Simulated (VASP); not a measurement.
# Pt (Fm-3m) in VASP: a series of runs, part 2 of 2

VASP 6.6.1. Earlier steps stand in the parts before.

## (3) Relaxation of cell and atoms, PBE

The input, INCAR:

```
SYSTEM = Pt
ALGO     = Normal         ! electronic algorithm
EDIFF    = 1E-7           ! SCF threshold, eV
EDIFFG   = -0.005         ! ionic threshold
ENCUT    = 600            ! plane-wave cutoff, eV
GGA      = PE             ! functional
IBRION   = 2              ! ionic algorithm
ISIF     = 3              ! what is computed and relaxed
ISMEAR   = 0              ! smearing method
LASPH    = .TRUE.         ! aspherical terms in the spheres
LCHARG   = .FALSE.        ! write CHGCAR
LREAL    = .FALSE.        ! projectors in reciprocal space
LWAVE    = .FALSE.        ! write WAVECAR
NELM     = 60             ! most SCF steps
NSW      = 100            ! ionic steps
PREC     = Accurate       ! precision mode
SIGMA    = 0.1            ! smearing width, eV
```

The input, KPOINTS:

```
k-points
0
G
  18 18 18
  0 0 0
```

The input, POSCAR:

```
Pt
1.0
    0.0000000000      1.9836860042      1.9836860042
    1.9836860042      0.0000000000      1.9836860042
    1.9836860042      1.9836860042      0.0000000000
Pt
1
Direct
    0.0000000000      0.0000000000      0.0000000000
```

Potentials or basis: VASP PAW PBE potentials, release 64 (Pt).

Command:

```console
$ cat potpaw_PBE.64/Pt/POTCAR > POTCAR
$ mpirun -np 1 vasp_std > vasp.out
```

OUTCAR:

```text
SYSTEM = Pt
   EDIFF = 1E-7
   EDIFFG = -0.005
   ENCUT = 600
   GGA = PE
   IBRION = 2
   ISIF = 3
   ISMEAR = 0
   LASPH = .TRUE.
   LREAL = .FALSE.
   NELM = 60
   NSW = 100
   PREC = Accurate

 ion  position               nearest neighbor table
   1  0.000  0.000  0.000-

  LATTYP: Found a face centered cubic cell.
 ALAT       =     3.9673720084

  Lattice vectors:

 A1 = (   0.0000000000,   1.9836860042,   1.9836860042)
 A2 = (   1.9836860042,   0.0000000000,   1.9836860042)
 A3 = (   1.9836860042,   1.9836860042,   0.0000000000)

Analysis of symmetry for initial positions (statically):
=====================================================================
 Subroutine PRICEL returns:
 Original cell was already a primitive cell.

 Routine SETGRP: Setting up the symmetry group for a
 face centered cubic supercell.

 Subroutine GETGRP returns: Found 48 space group operations
 (whereof 48 operations were pure point group operations)
 out of a pool of 48 trial point group operations.

The static configuration has the point symmetry O_h .

Analysis of symmetry for dynamics (positions and initial velocities):
=====================================================================
 Subroutine PRICEL returns:
 Original cell was already a primitive cell.

 Routine SETGRP: Setting up the symmetry group for a
 face centered cubic supercell.

 Subroutine GETGRP returns: Found 48 space group operations
 (whereof 48 operations were pure point group operations)
 out of a pool of 48 trial point group operations.

The dynamic configuration has the point symmetry O_h .

 Subroutine INISYM returns: Found 48 space group operations
 (whereof 48 operations are pure point group operations),
 and found     1 'primitive' translations

----------------------------------------------------------------------------------------

                                     Primitive cell

  volume of cell :      15.6116

  direct lattice vectors                    reciprocal lattice vectors
     0.000000000  1.983686004  1.983686004    -0.252056020  0.252056020  0.252056020
     1.983686004  0.000000000  1.983686004     0.252056020 -0.252056020  0.252056020
     1.983686004  1.983686004  0.000000000     0.252056020  0.252056020 -0.252056020

  length of vectors
     2.805355651  2.805355651  2.805355651     0.436573834  0.436573834  0.436573834

  position of ions in fractional coordinates (direct lattice)
     0.000000000  0.000000000  0.000000000

  ion indices of the primitive-cell ions
   primitive index   ion index
                 1           1

----------------------------------------------------------------------------------------

 KPOINTS: k-points

Automatic generation of k-mesh.
 Grid dimensions read from file:
 generate k-points for:   18   18   18

 Generating k-lattice:

[... 21 lines left out ...]
  0.166667  0.000000  0.000000      8.000000
  0.222222  0.000000  0.000000      8.000000
  0.277778  0.000000  0.000000      8.000000
[... 16 lines left out ...]
 -0.277778  0.055556  0.000000     24.000000
 -0.222222  0.055556  0.000000     24.000000
 [... further k-points ...]
   k-points           NKPTS =    195   k-points in BZ     NKDIM =    195   number of bands    NBANDS=      9
   number of dos      NEDOS =    301   number of ions     NIONS =      1
   total plane-waves  NPLWV =  13824
   dimension x,y,z NGX =    24 NGY =   24 NGZ =   24
   dimension x,y,z NGXF=    48 NGYF=   48 NGZF=   48
   ions per type =               1
   NGX,Y,Z   is equivalent  to a cutoff of  14.22, 14.22, 14.22 a.u.
   NGXF,Y,Z  is equivalent  to a cutoff of  28.44, 28.44, 28.44 a.u.
 SYSTEM =  Pt
   PREC   = accura    normal or accurate (medium, high low for compatibility)
   ISTART =      0    job   : 0-new  1-cont  2-samecut
   ICHARG =      2    charge: 1-file 2-atom 10-const
   ISPIN  =      1    spin polarized calculation?
   LNONCOLLINEAR =      F non collinear calculations
   LSORBIT =      F    spin-orbit coupling
   LASPH  =      T    aspherical Exc in radial PAW
   ENCUT  =  600.0 eV  44.10 Ry    6.64 a.u.   5.60  5.60  5.60*2*pi/ulx,y,z
   NELM   =     60;   NELMIN=  2; NELMDL= -5     # of ELM steps
   EDIFF  = 0.1E-06   stopping-criterion for ELM
   LREAL  =      F    real-space projection
   EDIFFG = -.5E-02   stopping-criterion for IOM
   NSW    =    100    number of steps for IOM
   IBRION =      2    ionic relax: 0-MD 1-quasi-New 2-CG
   NFREE  =      1    steps in history (QN), initial steepest desc. (CG)
   ISIF   =      3    stress and relaxation
   ISYM   =      2    0-nonsym 1-usesym 2-fastsym
   POTIM  = 0.5000    time-step for ionic-motion
   TEBEG  =    0.0;   TEEND  =   0.0 temperature during run
   PSTRESS=    0.0 pullay stress
   NELECT =      10.0000    total number of electrons
   NUPDOWN=      -1.0000    fix difference up-down
   EMIN   =  10.00;   EMAX   =-10.00  energy-range for DOS
   EFERMI =   0.00;   METHOD = LEGACY
   ISMEAR =     0;   SIGMA  =   0.10  broadening in eV -4-tet -1-fermi 0-gaus
   EFERMI_NEDOS =   21; number of points for ismear=-14 and -15
   IALGO  =     38    algorithm
   IMIX   =      4    mixing-type and parameters
     AMIX     =   0.40;   BMIX     =  1.00
     AMIX_MAG =   1.60;   BMIX_MAG =  1.00
  volume/ion in A,a.u.               =      15.61       105.35
  Fermi-wavevector in a.u.,A,eV,Ry     =   1.411211  2.666802 27.096221  1.991516
  Thomas-Fermi vector in A             =   2.533085
   LORBIT       =      0    0 simple, 1 ext, 2 COOP (PROOUT), +10 PAW based schemes
   GGA     = PE    functional components
   LHFCALC =     F    Hartree Fock is set to
   AEXX    =    0.0000 exact exchange contribution
   IVDW    =     0    specifies the selected vdW correction
   LEPSILON=     F    determine dielectric tensor
   LRPA    =     F    only Hartree local field effects (RPA)
 conjugate gradient relaxation of ions
 non-spin polarized calculation
 Gauss-broadening in eV      SIGMA  =   0.10
  energy-cutoff  :      600.00
  volume of cell :       15.61
 maximum number of plane-waves:       544
   NGX = 11   NGY = 11   NGZ = 11

--------------------------------------- Ionic step        1  -------------------------------------------

 number of electron      10.0000002 magnetization

 Free energy of the ion-electron system (eV)
  ---------------------------------------------------
  ext. energy  EPLUGINS =         0.00000000
  ---------------------------------------------------
  free energy    TOTEN  =        -6.10024114 eV

  energy without entropy =       -6.08900118  energy(sigma->0) =       -6.09462116

------------------------ aborting loop because EDIFF is reached ----------------------------------------

  FORCE on cell =-STRESS in cart. coord.  units (eV):
  Direction    XX          YY          ZZ          XY          YZ          ZX
  --------------------------------------------------------------------------------------
  -------------------------------------------------------------------------------------
  Total        0.0103918      0.0103918      0.0103918      0.0000000     -0.0000000      0.0000000
  in kB        1.0664770      1.0664770      1.0664770      0.0000000     -0.0000000      0.0000000
  external PRESSURE =       1.0664770 kB  Pullay stress =       0.0000000 kB
[... 57 lines left out ...]
--------------------------------------- Ionic step        3  -------------------------------------------

 number of electron      10.0000002 magnetization

 Free energy of the ion-electron system (eV)
  ---------------------------------------------------
  ext. energy  EPLUGINS =         0.00000000
  ---------------------------------------------------
  free energy    TOTEN  =        -6.10024282 eV

  energy without entropy =       -6.08899675  energy(sigma->0) =       -6.09461978

 E-fermi :  10.6049     XC(G=0): -13.2816

 val. band max:       10.6046360036   @ k =  -0.3333   0.3889   0.1111
 cond. band min:      10.6157702163   @ k =   0.4444   0.1111   0.0000
 fundamental gap:      0.0111342127
 Fermi energy:        10.6049302423

 k-point     1 :       0.0000    0.0000    0.0000
  band No.  band energies     occupation
      1       0.7766      2.00000
      2       7.0250      2.00000
      3       7.0250      2.00000
      4       7.0250      2.00000
      5       9.0585      2.00000
      6       9.0585      2.00000
      7      25.3367      0.00000
      8      30.1056      0.00000
      9      30.1056      0.00000
[... 265 lines left out ...]
 k-point    24 :      -0.2222    0.0556    0.0000
  band No.  band energies     occupation
      1       2.7661      2.00000
      2       6.5630      2.00000
      3       7.3983      2.00000
      4       7.4619      2.00000
      5       8.8824      2.00000
      6       9.5227      2.00000
      7      24.0941      0.00000
      8      27.0766      0.00000
      9      31.3050      0.00000

 [... further k-points ...]
[... 5 lines left out ...]
  --------------------------------------------------------------------------------------
  -------------------------------------------------------------------------------------
  Total        0.0011577      0.0011577      0.0011577     -0.0000000      0.0000000     -0.0000000
  in kB        0.1187728      0.1187728      0.1187728     -0.0000000      0.0000000     -0.0000000
  external PRESSURE =       0.1187728 kB  Pullay stress =       0.0000000 kB
[... 16 lines left out ...]
  FREE ENERGIE OF THE ION-ELECTRON SYSTEM (eV)
  ---------------------------------------------------
  free  energy   TOTEN  =        -6.1002428202 eV

  energy  without entropy=       -6.0889967482  energy(sigma->0) =       -6.09461978

 reached required accuracy - stopping structural energy minimisation
```

Wall time 23 s (1 thread of Intel Xeon 6975P-C (Granite Rapids), shared host); peak memory 0.17 GiB.

Results:

```yaml
Free_energy: -6.1002 eV
Relaxed_volume: 15.62 Å³/atom
Relaxed_cell: a = 2.806 Å, b = 2.806 Å, c = 2.806 Å, α = 60.00°, β = 60.00°, γ = 60.00°
Space_group_after_relaxing_to_0.05_Å: Fm-3m (No. 225)
Energy_gained_by_relaxing: 0.0 meV/atom
Ionic_steps: 3
Pressure_after_relaxing: 0.0 GPa
Band_gap_on_the_k_mesh: zero (band 5 reaches 11.06 eV, above the bottom of band 6 at 8.96 eV)
```

Final structure:
```
CELL_PARAMETERS angstrom
0.00000 1.98393 1.98393
1.98393 0.00000 1.98393
1.98393 1.98393 0.00000
ATOMIC_POSITIONS crystal
Pt 0.00000 0.00000 0.00000
```

Levels at points of the mesh, in eV from the Fermi level:
```
           k point  band 1  band 2  band 3  band 4  band 5  band 6  band 7  band 8  band 9
(0.00, 0.00, 0.00)   -9.83   -3.58   -3.58   -3.58   -1.55   -1.55   14.73   19.50   19.50
(0.50, 0.00, 0.00)   -6.97   -3.64   -3.64   -0.33    0.03    0.03    5.58   14.29   18.74
(0.50, 0.50, 0.00)   -6.70   -6.26    0.00    0.45    0.45    1.85    8.51   11.28   11.28
```

Caveat: spin-orbit coupling is left out, which moves the levels of the heavy elements.

## (4) Relaxation of cell and atoms, PBE

INCAR is that of step 3.

KPOINTS is that of step 3.

The input, POSCAR:

```
Pt
1.0
    0.0000000000      1.9836860046      1.9836860046
    1.9836860046      0.0000000000      1.9836860046
    1.9836860046      1.9836860046      0.0000000000
Pt
1
Direct
    0.0000000000      0.0000000000      0.0000000000
```

Command:

```console
$ cat potpaw_PBE.64/Pt/POTCAR > POTCAR
$ mpirun -np 1 vasp_std > vasp.out
```

Run time: 49 s. Hardware: 1 thread of AMD EPYC 7R13 (Zen 3), shared host; peak memory 0.14 GiB.

The run converged. Its results:

```yaml
Free_energy: -6.1002 eV
Relaxed_volume: 15.62 Å³/atom
Relaxed_cell: a = 2.806 Å, b = 2.806 Å, c = 2.806 Å, α = 60.00°, β = 60.00°, γ = 60.00°
Space_group_after_relaxing_to_0.05_Å: Fm-3m (No. 225)
Energy_gained_by_relaxing: 0.0 meV/atom
Ionic_steps: 3
Pressure_after_relaxing: 0.0 GPa
Band_gap_on_the_k_mesh: zero (band 5 reaches 11.06 eV, above the bottom of band 6 at 8.96 eV)
```

Final structure:
```cif
data_structure
_symmetry_space_group_name_H-M 'P 1'
_symmetry_Int_Tables_number 1
_cell_length_a 2.8057
_cell_length_b 2.8057
_cell_length_c 2.8057
_cell_angle_alpha 60.000
_cell_angle_beta 60.000
_cell_angle_gamma 60.000
_cell_volume 15.62
loop_
_atom_site_label
_atom_site_type_symbol
_atom_site_fract_x
_atom_site_fract_y
_atom_site_fract_z
_atom_site_occupancy
Pt1 Pt 0.00000 0.00000 0.00000 1
```

Levels at points of the mesh, in eV from the Fermi level:
```tsv
k point	band 1	band 2	band 3	band 4	band 5	band 6	band 7	band 8	band 9
(0.00, 0.00, 0.00)	-9.83	-3.58	-3.58	-3.58	-1.55	-1.55	14.73	19.50	19.50
(0.50, 0.00, 0.00)	-6.97	-3.64	-3.64	-0.33	0.03	0.03	5.58	14.29	18.74
(0.50, 0.50, 0.00)	-6.70	-6.26	0.00	0.45	0.45	1.85	8.51	11.28	11.28
```

Caveat: spin-orbit coupling is left out, which moves the levels of the heavy elements.
